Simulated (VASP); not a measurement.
# AgAs (Fm-3m) in VASP: density of states with PBE

Aim: the density of states of AgAs with PBE.

Program: VASP 6.6.1. These are calculated values, not measurements. Logs are shortened: lines on timing, memory, paths and dates and some standing lists are left out, and cuts for length are marked.

### 1 The cell of the first run

It takes space group Fm-3m (No. 225, cubic). The conventional cell has a = 5.557 Å, b = 5.557 Å, c = 5.557 Å, α = 90.00°, β = 90.00°, γ = 90.00°. Ag (site symmetry m-3m) has 6 As at 2.78 Å within 3.7 Å. Within 3.7 Å of As (site symmetry m-3m) lie 6 Ag at 2.78 Å.

### 2 Density of states, PBE

Contents of POSCAR:

```
AgAs
1.0
    0.0000000000      2.7784370000      2.7784370000
    2.7784370000      0.0000000000      2.7784370000
    2.7784370000      2.7784370000      0.0000000000
Ag As
1 1
Direct
    0.5000000000      0.5000000000      0.5000000000
    0.0000000000      0.0000000000      0.0000000000
```

Contents of INCAR.step1:

```
PREC = Accurate
ENCUT = 400
EDIFF = 1E-6
ISMEAR = 1
SIGMA = 0.0107
LREAL = False
LASPH = True
NELM = 120
ALGO = Normal
ISIF = 2
LWAVE = False
LCHARG = True
LMAXMIX = 4
GGA = PE
NBANDS = 15
GGA_COMPAT = False
NEDOS = 2001
LORBIT = 11
```

Contents of KPOINTS.step1:

```
Automatic mesh
0
Gamma
  8 8 8
```

Contents of INCAR.step2:

```
PREC = Accurate
ENCUT = 400
EDIFF = 1E-6
ISMEAR = -5
SIGMA = 0.0107
LREAL = False
LASPH = True
NELM = 120
ALGO = Normal
ISIF = 2
LWAVE = False
LCHARG = False
LMAXMIX = 4
GGA = PE
LORBIT = 11
NEDOS = 2001
ICHARG = 11
GGA_COMPAT = False
```

Contents of KPOINTS.step2:

```
Automatic mesh
0
Gamma
  12 12 12
```

Potentials or basis: VASP PAW PBE potentials, release 64 (Ag, As).

The run is started by

```sh
$ cat potpaw_PBE.64/Ag/POTCAR potpaw_PBE.64/As/POTCAR > POTCAR
$ cp INCAR.step1 INCAR
$ cp KPOINTS.step1 KPOINTS
$ mpirun -np 1 vasp_std > vasp.out
$ cp INCAR.step2 INCAR
$ cp KPOINTS.step2 KPOINTS
$ mpirun -np 1 vasp_std > vasp.out
```

OUTCAR:

```text
PREC = Accurate
   ENCUT = 400
   EDIFF = 1E-6
   ISMEAR = -5
   LREAL = False
   LASPH = True
   NELM = 120
   ISIF = 2
   GGA = PE
   LORBIT = 11
   ICHARG = 11

 ion  position               nearest neighbor table
   1  0.500  0.500  0.500-   2 2.78   2 2.78   2 2.78   2 2.78   2 2.78   2 2.78
   2  0.000  0.000  0.000-   1 2.78   1 2.78   1 2.78   1 2.78   1 2.78   1 2.78

  LATTYP: Found a face centered cubic cell.
 ALAT       =     5.5568740000

  Lattice vectors:

 A1 = (   0.0000000000,   2.7784370000,   2.7784370000)
 A2 = (   2.7784370000,   0.0000000000,   2.7784370000)
 A3 = (   2.7784370000,   2.7784370000,   0.0000000000)

Analysis of symmetry for initial positions (statically):
=====================================================================
 Subroutine PRICEL returns:
 Original cell was already a primitive cell.

 Routine SETGRP: Setting up the symmetry group for a
 face centered cubic supercell.

 Subroutine GETGRP returns: Found 48 space group operations
 (whereof 48 operations were pure point group operations)
 out of a pool of 48 trial point group operations.

The static configuration has the point symmetry O_h .

Analysis of symmetry for dynamics (positions and initial velocities):
=====================================================================
 Subroutine PRICEL returns:
 Original cell was already a primitive cell.

 Routine SETGRP: Setting up the symmetry group for a
 face centered cubic supercell.

 Subroutine GETGRP returns: Found 48 space group operations
 (whereof 48 operations were pure point group operations)
 out of a pool of 48 trial point group operations.

The dynamic configuration has the point symmetry O_h .

 Subroutine INISYM returns: Found 48 space group operations
 (whereof 48 operations are pure point group operations),
 and found     1 'primitive' translations

----------------------------------------------------------------------------------------

                                     Primitive cell

  volume of cell :      42.8975

  direct lattice vectors                    reciprocal lattice vectors
     0.000000000  2.778437000  2.778437000    -0.179957293  0.179957293  0.179957293
     2.778437000  0.000000000  2.778437000     0.179957293 -0.179957293  0.179957293
     2.778437000  2.778437000  0.000000000     0.179957293  0.179957293 -0.179957293

  length of vectors
     3.929303288  3.929303288  3.929303288     0.311695174  0.311695174  0.311695174

  position of ions in fractional coordinates (direct lattice)
     0.500000000  0.500000000  0.500000000
     0.000000000  0.000000000  0.000000000

  ion indices of the primitive-cell ions
   primitive index   ion index
                 1           1
                 2           2

----------------------------------------------------------------------------------------

 KPOINTS: Automatic mesh

Automatic generation of k-mesh.
 Grid dimensions read from file:
 generate k-points for:   12   12   12

 Generating k-lattice:

  Cartesian coordinates                     Fractional coordinates (reciprocal lattice)
    -0.014996441  0.014996441  0.014996441     0.083333333  0.000000000  0.000000000
     0.014996441 -0.014996441  0.014996441     0.000000000  0.083333333  0.000000000
     0.014996441  0.014996441 -0.014996441     0.000000000  0.000000000  0.083333333

  Length of vectors
     0.025974598  0.025974598  0.025974598

  Shift w.r.t. Gamma in fractional coordinates (k-lattice)
     0.000000000  0.000000000  0.000000000

 TETIRR: Found    247 inequivalent tetrahedra from    10368

 Subroutine IBZKPT returns following result:
 ===========================================

 Found     72 irreducible k-points:

 Following reciprocal coordinates:
            Coordinates               Weight
  0.000000  0.000000  0.000000      1.000000
  0.083333  0.000000  0.000000      8.000000
  0.166667  0.000000  0.000000      8.000000
  0.250000  0.000000  0.000000      8.000000
  0.333333  0.000000  0.000000      8.000000
  0.416667  0.000000  0.000000      8.000000
[... 16 lines left out ...]
  0.500000  0.166667  0.000000     24.000000
 -0.416667  0.166667  0.000000     24.000000
 [... further k-points ...]
   k-points           NKPTS =     72   k-points in BZ     NKDIM =     72   number of bands    NBANDS=     12
   number of dos      NEDOS =   2001   number of ions     NIONS =      2
   total plane-waves  NPLWV =  21952
   dimension x,y,z NGX =    28 NGY =   28 NGZ =   28
   dimension x,y,z NGXF=    56 NGYF=   56 NGZF=   56
   ions per type =               1   1
   NGX,Y,Z   is equivalent  to a cutoff of  11.85, 11.85, 11.85 a.u.
   NGXF,Y,Z  is equivalent  to a cutoff of  23.69, 23.69, 23.69 a.u.
 SYSTEM =  unknown system
   PREC   = accura    normal or accurate (medium, high low for compatibility)
   ISTART =      0    job   : 0-new  1-cont  2-samecut
   ICHARG =     11    charge: 1-file 2-atom 10-const
   ISPIN  =      1    spin polarized calculation?
   LNONCOLLINEAR =      F non collinear calculations
   LSORBIT =      F    spin-orbit coupling
   LASPH  =      T    aspherical Exc in radial PAW
   ENCUT  =  400.0 eV  29.40 Ry    5.42 a.u.   6.41  6.41  6.41*2*pi/ulx,y,z
   NELM   =    120;   NELMIN=  2; NELMDL=  0     # of ELM steps
   EDIFF  = 0.1E-05   stopping-criterion for ELM
   LREAL  =      F    real-space projection
   EDIFFG = 0.1E-04   stopping-criterion for IOM
   NSW    =      0    number of steps for IOM
   IBRION =     -1    ionic relax: 0-MD 1-quasi-New 2-CG
   NFREE  =      0    steps in history (QN), initial steepest desc. (CG)
   ISIF   =      2    stress and relaxation
   ISYM   =      2    0-nonsym 1-usesym 2-fastsym
   POTIM  = 0.5000    time-step for ionic-motion
   TEBEG  =    0.0;   TEEND  =   0.0 temperature during run
   PSTRESS=    0.0 pullay stress
   NELECT =      16.0000    total number of electrons
   NUPDOWN=      -1.0000    fix difference up-down
   EMIN   =  10.00;   EMAX   =-10.00  energy-range for DOS
   EFERMI =   0.00;   METHOD = LEGACY
   ISMEAR =    -5;   SIGMA  =   0.01  broadening in eV -4-tet -1-fermi 0-gaus
   EFERMI_NEDOS =   21; number of points for ismear=-14 and -15
   IALGO  =     38    algorithm
   IMIX   =      4    mixing-type and parameters
     AMIX     =   0.40;   BMIX     =  1.00
     AMIX_MAG =   1.60;   BMIX_MAG =  1.00
  volume/ion in A,a.u.               =      21.45       144.74
  Fermi-wavevector in a.u.,A,eV,Ry     =   1.178431  2.226912 18.894415  1.388700
  Thomas-Fermi vector in A             =   2.314760
   LORBIT       =     11    0 simple, 1 ext, 2 COOP (PROOUT), +10 PAW based schemes
   GGA     = PE    functional components
   LHFCALC =     F    Hartree Fock is set to
   AEXX    =    0.0000 exact exchange contribution
   IVDW    =     0    specifies the selected vdW correction
   LEPSILON=     F    determine dielectric tensor
   LRPA    =     F    only Hartree local field effects (RPA)
 non-spin polarized calculation
 Fermi weights with tetrahedron method with Bloechl corrections
  energy-cutoff  :      400.00
  volume of cell :       42.90
 maximum number of plane-waves:       797
 NGX is ok and might be reduce to    28

 number of electron      15.9999994 magnetization

 Free energy of the ion-electron system (eV)
  ---------------------------------------------------
  ext. energy  EPLUGINS =         0.00000000
  ---------------------------------------------------
  free energy    TOTEN  =        -6.77953724 eV

  energy without entropy =       -6.77953724  energy(sigma->0) =       -6.77953724

 E-fermi :   5.1815     XC(G=0): -10.4693

 val. band max:        5.3054440103   @ k =   0.0833   0.0833   0.0000
 cond. band min:       5.1937746912   @ k =   0.3333   0.1667   0.0833
 fundamental gap:     -0.1116693191
 Fermi energy:         5.1814868147

 k-point     1 :       0.0000    0.0000    0.0000
  band No.  band energies     occupation
      1      -6.6031      2.00000
      2       0.7420      2.00000
      3       0.7420      2.00000
      4       0.7834      2.00000
      5       0.7834      2.00000
      6       0.7834      2.00000
      7       5.8155     -0.65678
      8       5.8155      0.00000
      9       5.8155      0.00000
     10       8.0580      0.00000
     11      14.8514      0.00000
     12      14.8517      0.00000

 k-point     2 :       0.0833    0.0000    0.0000
  band No.  band energies     occupation
      1      -6.5299      2.00000
      2       0.6919      2.00000
      3       0.6919      2.00000
      4       0.7572      2.00000
      5       0.8017      2.00000
      6       0.8017      2.00000
      7       5.1436      1.48701
      8       5.9056      0.00000
      9       5.9056      0.00000
     10       8.7156      0.00000
     11      13.8974      0.00000
     12      14.7723      0.00000

 k-point     3 :       0.1667    0.0000    0.0000
  band No.  band energies     occupation
      1      -6.3174      2.00000
      2       0.5538      2.00000
      3       0.5538      2.00000
      4       0.6622      2.00000
      5       0.8620      2.00000
      6       0.8620      2.00000
      7       4.0276      2.00000
      8       6.1501      0.00000
      9       6.1501      0.00000
     10       9.6769      0.00000
     11      13.1234      0.00000
     12      14.1210      0.00000
[... 286 lines left out ...]
 k-point    23 :       0.5000    0.1667    0.0000
  band No.  band energies     occupation
      1      -5.1462      2.00000
      2      -0.2430      2.00000
      3       0.2275      2.00000
      4       0.2328      2.00000
      5       1.0981      2.00000
      6       1.1501      2.00000
      7       2.1200      2.00000
      8       5.5657      0.32888
      9       6.1563      0.00000
     10       9.6532      0.00000
     11      11.4527      0.00000
     12      12.9243      0.00000

 k-point    24 :      -0.4167    0.1667    0.0000
  band No.  band energies     occupation
      1      -5.0980      2.00000
      2      -0.3245      2.00000
      3       0.1509      2.00000
      4       0.2705      2.00000
      5       1.1245      2.00000
      6       1.1447      2.00000
      7       2.1118      2.00000
      8       5.2115      0.96475
      9       6.6216      0.00000
     10       9.7749      0.00000
     11      11.5938      0.00000
     12      12.4571      0.00000

 [... further k-points ...]

------------------------ aborting loop because EDIFF is reached ----------------------------------------

  FORCE on cell =-STRESS in cart. coord.  units (eV):
  Direction    XX          YY          ZZ          XY          YZ          ZX
  --------------------------------------------------------------------------------------
  -------------------------------------------------------------------------------------
  Total       -1.1586453     -1.1586453     -1.1586453     -0.0000000     -0.0000000      0.0000000
  in kB      -43.2742384    -43.2742384    -43.2742384     -0.0000000     -0.0000000      0.0000000
  external PRESSURE =     -43.2742384 kB  Pullay stress =       0.0000000 kB

 VOLUME and BASIS-vectors are now :
 -----------------------------------------------------------------------------
  energy-cutoff  :      400.00
  volume of cell :       42.90
      direct lattice vectors                 reciprocal lattice vectors
     0.000000000  2.778437000  2.778437000    -0.179957293  0.179957293  0.179957293
     2.778437000  0.000000000  2.778437000     0.179957293 -0.179957293  0.179957293
     2.778437000  2.778437000  0.000000000     0.179957293  0.179957293 -0.179957293

 POSITION                                       TOTAL-FORCE (eV/Angst)
 -----------------------------------------------------------------------------------
      2.77844      2.77844      2.77844         0.000000      0.000000      0.000000
      0.00000      0.00000      0.00000        -0.000000     -0.000000     -0.000000
 -----------------------------------------------------------------------------------
    total drift:                                0.000000      0.000000      0.000000

  FREE ENERGIE OF THE ION-ELECTRON SYSTEM (eV)
  ---------------------------------------------------
  free  energy   TOTEN  =        -6.7795372364 eV

  energy  without entropy=       -6.7795372364  energy(sigma->0) =       -6.77953724

 total charge

# of ion       s       p       d       tot
------------------------------------------
    1        0.415   0.271   9.116   9.802
    2        1.291   1.299   0.029   2.619
--------------------------------------------------
tot          1.706   1.570   9.146  12.422
```

It took 49 s on 1 thread of Intel Xeon 8259CL, shared host; peak memory 0.17 GiB.

Results:

| Property | Result |
| --- | --- |
| Valence electrons inside the program's atomic spheres | Ag 9.80; As 2.62 |

Caveat: tetrahedron occupations give inexact forces and stress in metals.
